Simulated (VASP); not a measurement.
# NaI (F-43m) in VASP: settings compared, part 2 of 2

VASP 6.6.1. The steps go on from the part before.

**5. Single point, PBE0**

This run uses another cell than the first one, of 44.48 Å³/atom, 0.969 times its volume.

POSCAR reads:

```
NaI
1.0
    0.0000000000      3.5431926705      3.5431926705
    3.5431926705      0.0000000000      3.5431926705
    3.5431926705      3.5431926705      0.0000000000
Na I
1 1
Direct
    0.0000000000      0.0000000000      0.0000000000
    0.2500000000      0.2500000000      0.2500000000
```

INCAR.step1 reads:

```
PREC = Accurate
ENCUT = 520
EDIFF = 1E-5
ISMEAR = 0
SIGMA = 0.01
LREAL = F
LASPH = T
NELM = 100
ALGO = Normal
ISIF = 2
LWAVE = T
LCHARG = F
NBANDS = 14
GGA = PE
```

INCAR.step2 reads:

```
PREC = Accurate
ENCUT = 520
EDIFF = 1E-6
ISMEAR = 0
SIGMA = 0.01
LREAL = F
LASPH = T
NELM = 100
ALGO = Normal
ISIF = 2
LWAVE = F
LCHARG = F
GGA = PE
LHFCALC = T
AEXX = 0.25
PRECFOCK = Normal
NBANDS = 14
ISTART = 1
```

KPOINTS reads:

```
regular mesh
0
Gamma
  4 4 4
```

Potentials or basis: VASP PAW PBE potentials, release 64 (Na_pv, I).

Started as:

```bash
cat potpaw_PBE.64/Na_pv/POTCAR potpaw_PBE.64/I/POTCAR > POTCAR
cp INCAR.step1 INCAR
mpirun -np 1 vasp_std > vasp.out
cp INCAR.step2 INCAR
mpirun -np 1 vasp_std > vasp.out
```

OUTCAR:

```text
PREC = Accurate
   ENCUT = 520
   EDIFF = 1E-6
   ISMEAR = 0
   LREAL = F
   LASPH = T
   NELM = 100
   ISIF = 2
   GGA = PE
   LHFCALC = T
   AEXX = 0.25
   PRECFOCK = Normal
   ISTART = 1

 ion  position               nearest neighbor table
   1  0.000  0.000  0.000-   2 3.07   2 3.07   2 3.07   2 3.07
   2  0.250  0.250  0.250-   1 3.07   1 3.07   1 3.07   1 3.07

  LATTYP: Found a face centered cubic cell.
 ALAT       =     7.0863853410

  Lattice vectors:

 A1 = (   0.0000000000,   3.5431926705,   3.5431926705)
 A2 = (   3.5431926705,   0.0000000000,   3.5431926705)
 A3 = (   3.5431926705,   3.5431926705,   0.0000000000)

Analysis of symmetry for initial positions (statically):
=====================================================================
 Subroutine PRICEL returns:
 Original cell was already a primitive cell.

 Routine SETGRP: Setting up the symmetry group for a
 face centered cubic supercell.

 Subroutine GETGRP returns: Found 24 space group operations
 (whereof 24 operations were pure point group operations)
 out of a pool of 48 trial point group operations.

The static configuration has the point symmetry T_d .

Analysis of symmetry for dynamics (positions and initial velocities):
=====================================================================
 Subroutine PRICEL returns:
 Original cell was already a primitive cell.

 Routine SETGRP: Setting up the symmetry group for a
 face centered cubic supercell.

 Subroutine GETGRP returns: Found 24 space group operations
 (whereof 24 operations were pure point group operations)
 out of a pool of 48 trial point group operations.

The dynamic configuration has the point symmetry T_d .

 Subroutine INISYM returns: Found 24 space group operations
 (whereof 24 operations are pure point group operations),
 and found     1 'primitive' translations

----------------------------------------------------------------------------------------

                                     Primitive cell

  volume of cell :      88.9640

  direct lattice vectors                    reciprocal lattice vectors
     0.000000000  3.543192670  3.543192670    -0.141115668  0.141115668  0.141115668
     3.543192670  0.000000000  3.543192670     0.141115668 -0.141115668  0.141115668
     3.543192670  3.543192670  0.000000000     0.141115668  0.141115668 -0.141115668

  length of vectors
     5.010831129  5.010831129  5.010831129     0.244419506  0.244419506  0.244419506

  position of ions in fractional coordinates (direct lattice)
     0.000000000  0.000000000  0.000000000
     0.250000000  0.250000000  0.250000000

  ion indices of the primitive-cell ions
   primitive index   ion index
                 1           1
                 2           2

----------------------------------------------------------------------------------------

 KPOINTS: regular mesh

Automatic generation of k-mesh.
 Grid dimensions read from file:
 generate k-points for:    4    4    4

 Generating k-lattice:

  Cartesian coordinates                     Fractional coordinates (reciprocal lattice)
[... 30 lines left out ...]
   ions per type =               1   1
   NGX,Y,Z   is equivalent  to a cutoff of  13.27, 13.27, 13.27 a.u.
   NGXF,Y,Z  is equivalent  to a cutoff of  26.54, 26.54, 26.54 a.u.
 SYSTEM =  unknown system
   PREC   = accura    normal or accurate (medium, high low for compatibility)
   ISTART =      1    job   : 0-new  1-cont  2-samecut
   ICHARG =      0    charge: 1-file 2-atom 10-const
   ISPIN  =      1    spin polarized calculation?
   LNONCOLLINEAR =      F non collinear calculations
   LSORBIT =      F    spin-orbit coupling
   LASPH  =      T    aspherical Exc in radial PAW
   ENCUT  =  520.0 eV  38.22 Ry    6.18 a.u.   9.32  9.32  9.32*2*pi/ulx,y,z
   NELM   =    100;   NELMIN=  2; NELMDL=  0     # of ELM steps
   EDIFF  = 0.1E-05   stopping-criterion for ELM
   LREAL  =      F    real-space projection
   EDIFFG = 0.1E-04   stopping-criterion for IOM
   NSW    =      0    number of steps for IOM
   IBRION =     -1    ionic relax: 0-MD 1-quasi-New 2-CG
   NFREE  =      0    steps in history (QN), initial steepest desc. (CG)
   ISIF   =      2    stress and relaxation
   ISYM   =      3    0-nonsym 1-usesym 2-fastsym
   POTIM  = 0.5000    time-step for ionic-motion
   TEBEG  =    0.0;   TEEND  =   0.0 temperature during run
   PSTRESS=    0.0 pullay stress
   NELECT =      14.0000    total number of electrons
   NUPDOWN=      -1.0000    fix difference up-down
   EMIN   =  10.00;   EMAX   =-10.00  energy-range for DOS
   EFERMI =   0.00;   METHOD = LEGACY
   ISMEAR =     0;   SIGMA  =   0.01  broadening in eV -4-tet -1-fermi 0-gaus
   EFERMI_NEDOS =   21; number of points for ismear=-14 and -15
   IALGO  =     38    algorithm
   IMIX   =      1    mixing-type and parameters
     AMIX     =   0.40;   BMIX     =  1.00
     AMIX_MAG =   1.60;   BMIX_MAG =  1.00
  volume/ion in A,a.u.               =      44.48       300.18
  Fermi-wavevector in a.u.,A,eV,Ry     =   0.883852  1.670238 10.628788  0.781194
  Thomas-Fermi vector in A             =   2.004673
   LORBIT       =      0    0 simple, 1 ext, 2 COOP (PROOUT), +10 PAW based schemes
   GGA     = PE    functional components
   LHFCALC =     T    Hartree Fock is set to
   PRECFOCK=normal    Normal, Fast or Accurate (Low or Medium for compatibility)
   ENCUT4O =  -1.0   cutoff for four orbital integrals eV
   NKREDX  =     1    reduce k-point grid by
   NKREDY  =     1    reduce k-point grid by
   NKREDZ  =     1    reduce k-point grid by
   AEXX    =    0.2500 exact exchange contribution
   HFSCREEN=    0.0000 screening length (either q_TF or 0.3 A-1)
   HFSCREENC=   0.0000 screening length for correlation (either q_TF or 0.3 A-1)
   ENCUTFOCK=  -1.0 apply spherical cutoff to Coloumb kernel
   IVDW    =     0    specifies the selected vdW correction
   LEPSILON=     F    determine dielectric tensor
   LRPA    =     F    only Hartree local field effects (RPA)
 non-spin polarized calculation
 Gauss-broadening in eV      SIGMA  =   0.01
  energy-cutoff  :      520.00
  volume of cell :       88.96
 maximum number of plane-waves:      2421
 NGX is ok and might be reduce to    40
  NGX = 28; NGY = 28; NGZ = 28

 number of electron      14.0000001 magnetization

 Free energy of the ion-electron system (eV)
  ---------------------------------------------------
  ext. energy  EPLUGINS =         0.00000000
  ---------------------------------------------------
  free energy    TOTEN  =        -6.66884712 eV

  energy without entropy =       -6.66884712  energy(sigma->0) =       -6.66884712

 E-fermi :  -2.0925     XC(G=0):  -5.0944

 val. band max:       -2.2360573194   @ k =   0.0000   0.0000   0.0000
 cond. band min:       3.2803688758   @ k =   0.0000   0.0000   0.0000
 fundamental gap:      5.5164261952
 Fermi energy:        -2.0924508495

 k-point     1 :       0.0000    0.0000    0.0000
  band No.  band energies     occupation
      1     -26.6683      2.00000
      2     -26.6683      2.00000
      3     -26.6683      2.00000
      4     -13.5868      2.00000
      5      -2.2361      2.00000
      6      -2.2361      2.00000
      7      -2.2361      2.00000
      8       3.2804      0.00000
      9       7.5286      0.00000
     10       7.5286      0.00000
     11       7.5286      0.00000
     12       9.3747      0.00000
     13       9.3747      0.00000
     14      10.6789      0.00000
[... 105 lines left out ...]
      1     -26.6708      2.00000
      2     -26.6695      2.00000
      3     -26.6693      2.00000
      4     -13.3893      2.00000
      5      -3.1600      2.00000
      6      -3.0288      2.00000
      7      -2.7216      2.00000
      8       5.5098      0.00000
      9       6.9803      0.00000
     10       7.1237      0.00000
     11       7.4988      0.00000
     12      10.5546      0.00000
     13      10.9890      0.00000
     14      11.6294      0.00000

------------------------ aborting loop because EDIFF is reached ----------------------------------------

  FORCE on cell =-STRESS in cart. coord.  units (eV):
  Direction    XX          YY          ZZ          XY          YZ          ZX
  --------------------------------------------------------------------------------------
  -------------------------------------------------------------------------------------
  Total        0.0921844      0.0921844      0.0921844     -0.0000000      0.0000000     -0.0000000
  in kB        1.6601746      1.6601746      1.6601746     -0.0000000      0.0000000     -0.0000000
  external PRESSURE =       1.6601746 kB  Pullay stress =       0.0000000 kB

 VOLUME and BASIS-vectors are now :
 -----------------------------------------------------------------------------
  energy-cutoff  :      520.00
  volume of cell :       88.96
      direct lattice vectors                 reciprocal lattice vectors
     0.000000000  3.543192670  3.543192670    -0.141115668  0.141115668  0.141115668
     3.543192670  0.000000000  3.543192670     0.141115668 -0.141115668  0.141115668
     3.543192670  3.543192670  0.000000000     0.141115668  0.141115668 -0.141115668

 POSITION                                       TOTAL-FORCE (eV/Angst)
 -----------------------------------------------------------------------------------
      0.00000      0.00000      0.00000        -0.000000      0.000000      0.000000
      1.77160      1.77160      1.77160         0.000000     -0.000000     -0.000000
 -----------------------------------------------------------------------------------
    total drift:                                0.000002      0.000001      0.000001

  FREE ENERGIE OF THE ION-ELECTRON SYSTEM (eV)
  ---------------------------------------------------
  free  energy   TOTEN  =        -6.6688471212 eV

  energy  without entropy=       -6.6688471212  energy(sigma->0) =       -6.66884712
```

OUTCAR.step1:

```text
PREC = Accurate
   ENCUT = 520
   EDIFF = 1E-5
   ISMEAR = 0
   LREAL = F
   LASPH = T
[... 338 lines left out ...]
 -----------------------------------------------------------------------------------
      0.00000      0.00000      0.00000         0.000000      0.000000      0.000000
      1.77160      1.77160      1.77160        -0.000000     -0.000000     -0.000000
 -----------------------------------------------------------------------------------
    total drift:                                0.000001      0.000001      0.000001

  FREE ENERGIE OF THE ION-ELECTRON SYSTEM (eV)
  ---------------------------------------------------
  free  energy   TOTEN  =        -5.2891357460 eV

  energy  without entropy=       -5.2891357460  energy(sigma->0) =       -5.28913575
```

OSZICAR.step1:

```text
N       E                     dE             d eps       ncg     rms          rms(c)
DAV:   1     0.849545293687E+02    0.84955E+02   -0.62013E+03   224   0.826E+02
DAV:   2     0.208285936558E+01   -0.82872E+02   -0.76324E+02   230   0.202E+02
DAV:   3    -0.518711756665E+01   -0.72700E+01   -0.72372E+01   296   0.606E+01
DAV:   4    -0.538598876796E+01   -0.19887E+00   -0.19882E+00   306   0.109E+01
DAV:   5    -0.538828768285E+01   -0.22989E-02   -0.22989E-02   306   0.110E+00    0.164E+00
DAV:   6    -0.528751690898E+01    0.10077E+00   -0.13030E-01   248   0.169E+00    0.113E+00
DAV:   7    -0.527938733274E+01    0.81296E-02   -0.10409E-01   260   0.138E+00    0.714E-01
DAV:   8    -0.528891172577E+01   -0.95244E-02   -0.10526E-02   254   0.663E-01    0.218E-01
DAV:   9    -0.528873386155E+01    0.17786E-03   -0.23644E-04   278   0.135E-01    0.671E-02
DAV:  10    -0.528911404222E+01   -0.38018E-03   -0.45220E-04   248   0.128E-01    0.184E-02
DAV:  11    -0.528913335288E+01   -0.19311E-04   -0.44233E-05   272   0.522E-02    0.502E-03
DAV:  12    -0.528913574601E+01   -0.23931E-05   -0.35136E-06   258   0.106E-02
   1 F= -.52891357E+01 E0= -.52891357E+01  d E =-.644563E-18
```

It took 11 min on 1 thread of Oxide Virtual Turin-like, shared host; peak memory 0.22 GiB.

What came out:

- Free energy: -6.6688 eV
- Pressure: 0.2 GPa
- Band gap on the k mesh: 5.52 eV, direct

Caveat: the PAW data sets were made with another functional, which shifts forces and pressure a little; spin-orbit coupling is left out, which moves the levels of the heavy elements.

**6. The runs side by side**

```tsv
task	level	spin	cell	k mesh	cutoff (eV)	smearing	grid for exact exchange (PRECFOCK)	screening parameter	gap on the mesh (eV)	pressure (GPa)
relaxation of cell and atoms	r2SCAN	off	relaxed from a = 5.064 Å, angles 60.0°, 2 atoms	6 × 6 × 6	600	fermi-dirac 0.02 eV	-	-	4.44	0.0
single point	PBE	non-collinear, zero start, SOC	a = 5.011 Å, angles 60.0°, 2 atoms	6 × 6 × 6	520	gaussian 0.01 eV	-	-	-	0.4
single point	HSE06	off	a = 5.011 Å, angles 60.0°, 2 atoms	4 × 4 × 4	520	gaussian 0.01 eV	Normal	0.2079 1/Å	4.80	0.2
single point	PBE0	off	a = 5.011 Å, angles 60.0°, 2 atoms	4 × 4 × 4	520	gaussian 0.01 eV	Normal	-	5.52	0.2
```

Alike in all rows: potentials or basis VASP PAW PBE potentials, release 64 (Na_pv, I).

Caveats: the PAW data sets were made with another functional, which shifts forces and pressure a little (some runs); spin-orbit coupling is left out, which moves the levels of the heavy elements (some runs).

Absolute energies hang on the potentials; compare differences alone.
